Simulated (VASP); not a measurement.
Runs of VASP 6.6.1 on GaN. The structure is that of space group F-43m (No. 216), or close to it. The cells are those of the table. 

| cell | gap on the mesh (eV) | pressure (GPa) |
| --- | --- | --- |
| a = 3.187 Å, angles 60.0°, 2 atoms | (c) | 4.9 |
| a = 3.193 Å, angles 60.0°, 2 atoms | (b) | 3.9 |
| a = 3.216 Å, angles 60.0°, 2 atoms | 1.55 | 0.0 |
| a = 3.203 Å, angles 60.0°, 2 atoms | 1.63 | (a) |

Alike in all rows: task single point; level PBE; potentials or basis VASP PAW PBE potentials, release 64 (Ga_d, N); no spin polarisation; k mesh 6 × 6 × 6; cutoff (eV) 600; smearing gaussian 0.01 eV.

**Question.** Estimate the missing entries.

**Answer.** (a) 2.1; (b) 1.69; (c) 1.72.

A k mesh can miss the band edges, and the runs leave out spin-orbit coupling on Ga.
